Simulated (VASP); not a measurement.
# Ti12S in VASP: single point with PBE

Aim: the single point of Ti12S with PBE.

All numbers are computed with VASP 6.6.1; they aren't measurements. Logs are shortened: lines on timing, memory, paths and dates and some standing lists are left out, and cuts for length are marked.

### 1 The cell of the first run

The cell holds a slab with vacuum, 13 atoms: a = 5.876 Å, b = 4.650 Å, c = 21.284 Å, α = 90.00°, β = 90.00°, γ = 90.00°.

### 2 Single point, PBE

The input, INCAR:

```
  PREC = Accurate
  ENCUT = 520
  EDIFF = 1E-6
  ISMEAR = 0
  SIGMA = 0.1
  LREAL = F
  LASPH = T
  NELM = 80
  ALGO = Normal
  ISIF = 2
  LWAVE = F
  LCHARG = F
  LDIPOL = T
  IDIPOL = 3
  DIPOL = 0.5 0.5 0.343
  GGA = PE
  NBANDS = 87
```

The input, KPOINTS:

```
regular mesh
0
Gamma
  5 6 1
```

The input, POSCAR:

```
Ti12S
1.0
    5.8763264169      0.0000000000      0.0000000000
    0.0000000000      4.6504654180      0.0000000000
    0.0000000000      0.0000000000     21.2842241737
Ti S
12 1
Direct
    0.0000000000      0.7500000000      0.1879326194
    0.5000000000      0.7500000000      0.1879326194
    0.2500000000      0.2500000000      0.2277825407
    0.7500000000      0.2500000000      0.2277825407
    0.2500000000      0.7500000000      0.3074823835
    0.7500000000      0.7500000000      0.3074823835
    0.0000000000      0.2500000000      0.3461291986
    0.5000000000      0.2500000000      0.3461291986
    0.0000000000      0.7500000000      0.4220680061
    0.5000000000      0.7500000000      0.4220680061
    0.2500000000      0.2500000000      0.4596937193
    0.7500000000      0.2500000000      0.4596937193
    0.2500000000      0.2500000000      0.5599430588
```

Potentials or basis: VASP PAW PBE potentials, release 64 (Ti_sv, S).

Command:

```sh
cat potpaw_PBE.64/Ti_sv/POTCAR potpaw_PBE.64/S/POTCAR > POTCAR
mpirun -np 1 vasp_std > vasp.out
```

OUTCAR:

```text
PREC = Accurate
   ENCUT = 520
   EDIFF = 1E-6
   ISMEAR = 0
   LREAL = F
   LASPH = T
   NELM = 80
   ISIF = 2
   GGA = PE

 ion  position               nearest neighbor table
   1  0.000  0.750  0.188-   3 2.88   4 2.88   3 2.88   4 2.88
   2  0.500  0.750  0.188-   3 2.88   4 2.88   3 2.88   4 2.88
   3  0.250  0.250  0.228-   1 2.88   2 2.88   1 2.88   2 2.88   5 2.88   5 2.88   8 2.92   7 2.92

   4  0.750  0.250  0.228-   1 2.88   2 2.88   1 2.88   2 2.88   6 2.88   6 2.88   8 2.92   7 2.92

   5  0.250  0.750  0.307-   9 2.85  10 2.85   7 2.87   8 2.87   7 2.87   8 2.87   3 2.88   3 2.88

   6  0.750  0.750  0.307-   9 2.85  10 2.85   7 2.87   8 2.87   7 2.87   8 2.87   4 2.88   4 2.88

   7  0.000  0.250  0.346-  11 2.83  12 2.83   9 2.83   9 2.83   5 2.87   5 2.87   6 2.87   6 2.87
                             3 2.92   4 2.92
   8  0.500  0.250  0.346-  11 2.83  12 2.83  10 2.83  10 2.83   5 2.87   5 2.87   6 2.87   6 2.87
                             3 2.92   4 2.92
   9  0.000  0.750  0.422-   7 2.83   7 2.83   5 2.85   6 2.85  12 2.86  11 2.86  11 2.86  12 2.86

  10  0.500  0.750  0.422-   8 2.83   8 2.83   5 2.85   6 2.85  12 2.86  11 2.86  11 2.86  12 2.86

  11  0.250  0.250  0.460-  13 2.13   8 2.83   7 2.83  10 2.86   9 2.86   9 2.86  10 2.86
  12  0.750  0.250  0.460-   7 2.83   8 2.83   9 2.86  10 2.86   9 2.86  10 2.86
  13  0.250  0.250  0.560-  11 2.13

  LATTYP: Found a simple orthorhombic cell.
 ALAT       =     4.6504654180
 B/A-ratio  =     1.2635996376
 C/A-ratio  =     4.5767944196

  Lattice vectors:

 A1 = (   0.0000000000,  -4.6504654180,   0.0000000000)
 A2 = (   5.8763264169,   0.0000000000,   0.0000000000)
 A3 = (   0.0000000000,   0.0000000000,  21.2842241737)

Analysis of symmetry for initial positions (statically):
=====================================================================
 Subroutine PRICEL returns:
 Original cell was already a primitive cell.

 Routine SETGRP: Setting up the symmetry group for a
 simple orthorhombic supercell.

 Subroutine GETGRP returns: Found  4 space group operations
 (whereof  1 operations were pure point group operations)
 out of a pool of  8 trial point group operations.

The static configuration has the point symmetry C_1 .
 The point group associated with its full space group is C_2v.

Analysis of symmetry for dynamics (positions and initial velocities):
=====================================================================
 Subroutine PRICEL returns:
 Original cell was already a primitive cell.

 Routine SETGRP: Setting up the symmetry group for a
 simple orthorhombic supercell.

 Subroutine GETGRP returns: Found  4 space group operations
 (whereof  1 operations were pure point group operations)
 out of a pool of  8 trial point group operations.

The dynamic configuration has the point symmetry C_1 .
 The point group associated with its full space group is C_2v.

 Subroutine INISYM returns: Found  4 space group operations
 (whereof  1 operations are pure point group operations),
 and found     1 'primitive' translations

----------------------------------------------------------------------------------------

                                     Primitive cell

  volume of cell :     581.6479

  direct lattice vectors                    reciprocal lattice vectors
     5.876326417  0.000000000  0.000000000     0.170174345  0.000000000  0.000000000
     0.000000000  4.650465418  0.000000000     0.000000000  0.215032241  0.000000000
     0.000000000  0.000000000 21.284224174     0.000000000  0.000000000  0.046983155

  length of vectors
     5.876326417  4.650465418 21.284224174     0.170174345  0.215032241  0.046983155

  position of ions in fractional coordinates (direct lattice)
     0.000000000  0.750000000  0.187932619
     0.500000000  0.750000000  0.187932619
     0.250000000  0.250000000  0.227782541
     0.750000000  0.250000000  0.227782541
     0.250000000  0.750000000  0.307482384
     0.750000000  0.750000000  0.307482384
     0.000000000  0.250000000  0.346129199
     0.500000000  0.250000000  0.346129199
     0.000000000  0.750000000  0.422068006
     0.500000000  0.750000000  0.422068006
     0.250000000  0.250000000  0.459693719
[... 41 lines left out ...]
 ===========================================

 Found     12 irreducible k-points:

 Following reciprocal coordinates:
            Coordinates               Weight
  0.000000  0.000000  0.000000      1.000000
  0.200000  0.000000  0.000000      2.000000
  0.400000  0.000000  0.000000      2.000000
  0.000000  0.166667  0.000000      2.000000
  0.200000  0.166667  0.000000      4.000000
  0.400000  0.166667  0.000000      4.000000
  0.000000  0.333333  0.000000      2.000000
  0.200000  0.333333  0.000000      4.000000
  0.400000  0.333333  0.000000      4.000000
  0.000000  0.500000  0.000000      1.000000
  0.200000  0.500000  0.000000      2.000000
  0.400000  0.500000  0.000000      2.000000
   k-points           NKPTS =     12   k-points in BZ     NKDIM =     12   number of bands    NBANDS=     87
   number of dos      NEDOS =    301   number of ions     NIONS =     13
   total plane-waves  NPLWV = 276480
   dimension x,y,z NGX =    48 NGY =   36 NGZ =  160
   dimension x,y,z NGXF=    96 NGYF=   72 NGZF=  320
   ions per type =              12   1
   NGX,Y,Z   is equivalent  to a cutoff of  13.58, 12.87, 12.50 a.u.
   NGXF,Y,Z  is equivalent  to a cutoff of  27.16, 25.74, 24.99 a.u.
 SYSTEM =  unknown system
   PREC   = accura    normal or accurate (medium, high low for compatibility)
   ISTART =      0    job   : 0-new  1-cont  2-samecut
   ICHARG =      2    charge: 1-file 2-atom 10-const
   ISPIN  =      1    spin polarized calculation?
   LNONCOLLINEAR =      F non collinear calculations
   LSORBIT =      F    spin-orbit coupling
   LASPH  =      T    aspherical Exc in radial PAW
   ENCUT  =  520.0 eV  38.22 Ry    6.18 a.u.  10.93  8.65 39.57*2*pi/ulx,y,z
   NELM   =     80;   NELMIN=  2; NELMDL= -5     # of ELM steps
   EDIFF  = 0.1E-05   stopping-criterion for ELM
   LREAL  =      F    real-space projection
   EDIFFG = 0.1E-04   stopping-criterion for IOM
   NSW    =      0    number of steps for IOM
   IBRION =     -1    ionic relax: 0-MD 1-quasi-New 2-CG
   NFREE  =      0    steps in history (QN), initial steepest desc. (CG)
   ISIF   =      2    stress and relaxation
   ISYM   =      2    0-nonsym 1-usesym 2-fastsym
   POTIM  = 0.5000    time-step for ionic-motion
   TEBEG  =    0.0;   TEEND  =   0.0 temperature during run
   PSTRESS=    0.0 pullay stress
   NELECT =     150.0000    total number of electrons
   NUPDOWN=      -1.0000    fix difference up-down
   EMIN   =  10.00;   EMAX   =-10.00  energy-range for DOS
   EFERMI =   0.00;   METHOD = LEGACY
   ISMEAR =     0;   SIGMA  =   0.10  broadening in eV -4-tet -1-fermi 0-gaus
   EFERMI_NEDOS =   21; number of points for ismear=-14 and -15
   IALGO  =     38    algorithm
   IMIX   =      4    mixing-type and parameters
     AMIX     =   0.40;   BMIX     =  1.00
     AMIX_MAG =   1.60;   BMIX_MAG =  1.00
  volume/ion in A,a.u.               =      44.74       301.93
  Fermi-wavevector in a.u.,A,eV,Ry     =   1.042042  1.969174 14.773905  1.085851
  Thomas-Fermi vector in A             =   2.176690
   LORBIT       =      0    0 simple, 1 ext, 2 COOP (PROOUT), +10 PAW based schemes
   GGA     = PE    functional components
   LHFCALC =     F    Hartree Fock is set to
   AEXX    =    0.0000 exact exchange contribution
   IVDW    =     0    specifies the selected vdW correction
   LEPSILON=     F    determine dielectric tensor
   LRPA    =     F    only Hartree local field effects (RPA)
 non-spin polarized calculation
 Gauss-broadening in eV      SIGMA  =   0.10
  energy-cutoff  :      520.00
  volume of cell :      581.65
 maximum number of plane-waves:     15708
 NGX is ok and might be reduce to    48
   NGX = 21   NGY = 17   NGZ = 79

 dipolmoment           0.000000      0.000000     -0.069313 electrons x Angstroem

 number of electron     150.0000022 magnetization

 dipolmoment           0.000000      0.000000      0.314411 electrons x Angstroem

 Free energy of the ion-electron system (eV)
  ---------------------------------------------------
  ext. energy  EPLUGINS =         0.00000000
  ---------------------------------------------------
  free energy    TOTEN  =       -93.12159981 eV

  energy without entropy =      -93.04187167  energy(sigma->0) =      -93.08173574

 E-fermi :   0.3688     XC(G=0):  -5.4031

 val. band max:        0.3659801316   @ k =   0.2000   0.5000   0.0000
 cond. band min:       0.3849598763   @ k =   0.4000   0.3333   0.0000
 fundamental gap:      0.0189797447
 Fermi energy:         0.3688175159

 k-point     1 :       0.0000    0.0000    0.0000
  band No.  band energies     occupation
      1     -56.6721      2.00000
      2     -56.6362      2.00000
      3     -56.6275      2.00000
      4     -56.4644      2.00000
      5     -56.4007      2.00000
      6     -56.3886      2.00000
[... 1069 lines left out ...]
     86       0.8494      0.00000
     87       1.0322      0.00000

------------------------ aborting loop because EDIFF is reached ----------------------------------------

 vacuum level on the upper side and lower side of the slab       (xc-potential included)         0.855        -1.169

  FORCE on cell =-STRESS in cart. coord.  units (eV):
  Direction    XX          YY          ZZ          XY          YZ          ZX
  --------------------------------------------------------------------------------------
  -------------------------------------------------------------------------------------
  Total       -5.4166417     -2.6263615     -1.2797602      0.0000000      0.0000000      0.0000000
  in kB      -14.9204023     -7.2344402     -3.5251616      0.0000000      0.0000000      0.0000000
  external PRESSURE =      -8.5600014 kB  Pullay stress =       0.0000000 kB

 VOLUME and BASIS-vectors are now :
 -----------------------------------------------------------------------------
  energy-cutoff  :      520.00
  volume of cell :      581.65
      direct lattice vectors                 reciprocal lattice vectors
     5.876326417  0.000000000  0.000000000     0.170174345  0.000000000  0.000000000
     0.000000000  4.650465418  0.000000000     0.000000000  0.215032241  0.000000000
     0.000000000  0.000000000 21.284224174     0.000000000  0.000000000  0.046983155

 POSITION                                       TOTAL-FORCE (eV/Angst)
 -----------------------------------------------------------------------------------
      0.00000      3.48785      4.00000        -0.023713      0.000000      0.297511
      2.93816      3.48785      4.00000         0.023713      0.000000      0.297511
      1.46908      1.16262      4.84817        -0.000000      0.000000      0.081606
      4.40724      1.16262      4.84817        -0.000000      0.000000      0.070983
      1.46908      3.48785      6.54452        -0.000000      0.000000     -0.210648
      4.40724      3.48785      6.54452        -0.000000      0.000000     -0.440346
      0.00000      1.16262      7.36709        -0.102906     -0.000000     -0.138828
      2.93816      1.16262      7.36709         0.102906      0.000000     -0.138828
      0.00000      3.48785      8.98339        -0.129594      0.000000     -0.139444
      2.93816      3.48785      8.98339         0.129594      0.000000     -0.139444
      1.46908      1.16262      9.78422        -0.000000      0.000000     -0.605043
      4.40724      1.16262      9.78422        -0.000000      0.000000      1.074153
      1.46908      1.16262     11.91795        -0.000000      0.000000     -0.009185
 -----------------------------------------------------------------------------------
    total drift:                               -0.000000      0.000000      0.000790

  FREE ENERGIE OF THE ION-ELECTRON SYSTEM (eV)
  ---------------------------------------------------
  free  energy   TOTEN  =       -93.1215998080 eV

  energy  without entropy=      -93.0418716696  energy(sigma->0) =      -93.08173574

 vacuum level on the upper side and lower side of the slab         6.058         3.976
```

Run time: 31 min. Hardware: 1 thread of Intel Xeon Platinum 8559C (Emerald Rapids), shared host; peak memory 0.8 GiB.

Results:

| Property | Result |
| --- | --- |
| Free energy | -93.1216 eV |
| Largest force | 1.074 eV/Å |
| Band gap on the k mesh | zero (bands 75 and 76 overlap by 0.24 eV) |

Forces in eV/Å, atoms in the order of the input:
```
Ti  -0.024  0.000  0.298
Ti   0.024  0.000  0.298
Ti   0.000  0.000  0.082
Ti   0.000  0.000  0.071
Ti   0.000  0.000 -0.211
Ti   0.000  0.000 -0.440
Ti  -0.103  0.000 -0.139
Ti   0.103  0.000 -0.139
Ti  -0.130  0.000 -0.139
Ti   0.130  0.000 -0.139
Ti   0.000  0.000 -0.605
Ti   0.000  0.000  1.074
S    0.000  0.000 -0.009
```
